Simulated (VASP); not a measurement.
# H: single point with PBE+D3(BJ)

H:

```
H
1.0
     6.60385    0.00000    0.00000
     0.00000    6.60385    0.00000
     0.00000    0.00000    6.60385
H
24
Direct
  0.32648 0.04383 0.54306
  0.25809 0.07410 0.45548
  0.81524 0.50098 0.19738
  0.91136 0.43779 0.16145
  0.24209 0.88341 0.19239
  0.19622 0.84678 0.09579
  0.70280 0.29795 0.45213
  0.61257 0.28249 0.50952
  0.70989 0.71984 0.82088
  0.73353 0.63180 0.89187
  0.36642 0.29452 0.80763
  0.32640 0.29864 0.70542
  0.03705 0.11478 0.89896
  0.93280 0.15983 0.89864
  0.21981 0.38326 0.30808
  0.32160 0.38782 0.27875
  0.62504 0.23777 0.11081
  0.61394 0.26289 0.00450
  0.93579 0.89834 0.47598
  0.85159 0.82906 0.50658
  0.19611 0.72549 0.73969
  0.18688 0.61628 0.77399
  0.63863 0.76981 0.28608
  0.52147 0.77968 0.26238
```

| Item | Value |
| --- | --- |
| Program | VASP 6.6.1 |
| Task | single point |
| Functional | PBE |
| Dispersion | D3(BJ) |
| Potentials or basis | VASP PAW PBE potentials, release 64 (H) |
| Cutoff | 520 eV |
| k mesh | 1 × 1 × 1 |
| Occupations | fermi-dirac, width 0.05 eV |
| Spin | no spin polarisation |

```yaml
Pressure: 0.8 GPa
Largest_force: 1.979 eV/Å
Dispersion_energy_per_atom: -0.019 eV
```

Forces on the atoms (eV/Å):
```
H   -0.262 -0.034 -0.344
H    0.236 -0.198  0.278
H    1.176 -0.608 -0.342
H   -0.934  0.770  0.428
H   -0.018  0.045  0.052
H   -0.078 -0.051 -0.090
H    1.155  0.197 -0.690
H   -1.121 -0.187  0.736
H    0.080 -0.343  0.264
H   -0.105  0.363 -0.306
H    0.334  0.034  0.870
H   -0.284  0.087 -0.695
H   -0.026  0.019 -0.015
H    0.013 -0.034 -0.011
H   -1.898 -0.021  0.514
H    1.891  0.113 -0.573
H   -0.018 -0.292  0.787
H   -0.198  0.121 -0.841
H    0.071  0.038 -0.022
H   -0.009 -0.028  0.033
H   -0.041 -0.286  0.062
H    0.041  0.335 -0.098
H   -1.202  0.106 -0.229
H    1.195 -0.142  0.234
```

Stress tensor (GPa, compression positive):
```
 0.98  0.52 -0.11
 0.52  0.10  0.11
-0.11  0.11  1.20
```

Levels at points of the mesh, in eV from the Fermi level:
```
           k point  band 9  band 10  band 11  band 12  band 13  band 14  band 15  band 16
(0.00, 0.00, 0.00)   -1.82    -1.63    -1.55    -1.24     7.49     7.95     8.04     8.39
```

Wall time 11 s on 1 thread of AMD EPYC 9R45 96-Core Processor (Zen 5), with other jobs on the host, peak memory 0.28 GiB.

Caveat: the k points lie up to 0.95 Å⁻¹ apart.
